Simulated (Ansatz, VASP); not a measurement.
## One calculation of SnTe, two programs

The input POSCAR:

```
SnTe
1.0
    0.0000000000      3.1893303446      3.1893303446
    3.1893303446      0.0000000000      3.1893303446
    3.1893303446      3.1893303446      0.0000000000
Sn Te
1 1
Direct
    0.0000000000      0.0000000000      0.0000000000
    0.5000000000      0.5000000000      0.5000000000
```

The input INCAR.step1:

```
SYSTEM = SnTe
PREC = Accurate
ENCUT = 520
ISMEAR = -1
SIGMA = 0.02
LREAL = .FALSE.
LASPH = .TRUE.
NELM = 60
NBANDS = 17
GGA = PE
ALGO = Normal
EDIFF = 1E-4
LWAVE = .TRUE.
LCHARG = .FALSE.
```

File INCAR.step2:

```
SYSTEM = SnTe
PREC = Accurate
ENCUT = 520
EDIFF = 1E-6
ISMEAR = -1
SIGMA = 0.02
LREAL = .FALSE.
LASPH = .TRUE.
NELM = 60
ALGO = Normal
ISIF = 2
LWAVE = .FALSE.
LCHARG = .TRUE.
METAGGA = R2SCAN
LMIXTAU = .TRUE.
LELF = .TRUE.
LVHAR = .TRUE.
NBANDS = 17
ISTART = 1
```

Contents of KPOINTS:

```
Automatic mesh
0
G
  6 6 6
  0 0 0
```

Input for Ansatz:

```yaml
crystal:
  lattice:
    - [0.0, 3.1893303446, 3.1893303446]
    - [3.1893303446, 0.0, 3.1893303446]
    - [3.1893303446, 3.1893303446, 0.0]
  atoms:
    - { symbol: Sn, position: [0.0, 0.0, 0.0] }
    - { symbol: Te, position: [0.5, 0.5, 0.5] }
kpoints:
  mp_grid: { grid: [6, 6, 6] }
hamiltonian:
  xc: r2scan
scf:
  occupations: { method: fermi_dirac, width: 0.02 }
  n_extra_bands: 4
output:
  forces: true
  stress: true
  eigenvalues: true
```

Alike in both runs: task single point; functional r2SCAN; k mesh 6 × 6 × 6; occupations fermi-dirac, width 0.02 eV; no spin polarisation.

|  | VASP | Ansatz |
| --- | --- | --- |
| version | VASP 6.6.1 | Ansatz 0.2.0 |
| potentials or method | VASP PAW PBE potentials, release 64 (Sn_d, Te) | plane waves, PAW |
| plane-wave cutoff (eV) | 520 | 500 |
| valence electrons in the cell | 20 | 30 |

|  | VASP | Ansatz | Ansatz less VASP |
| --- | --- | --- | --- |
| pressure (GPa) | 0.0 | 0.0 | -0.01 |

VASP's potentials were made for PBE, not for r2SCAN. The functional is the same, so the differences come from potentials, cutoffs and numerics. VASP's potentials hold 20 valence electrons a cell and Ansatz's 30, so a difference there can come from the potentials and not from the codes.

Neither program's run includes spin-orbit coupling.
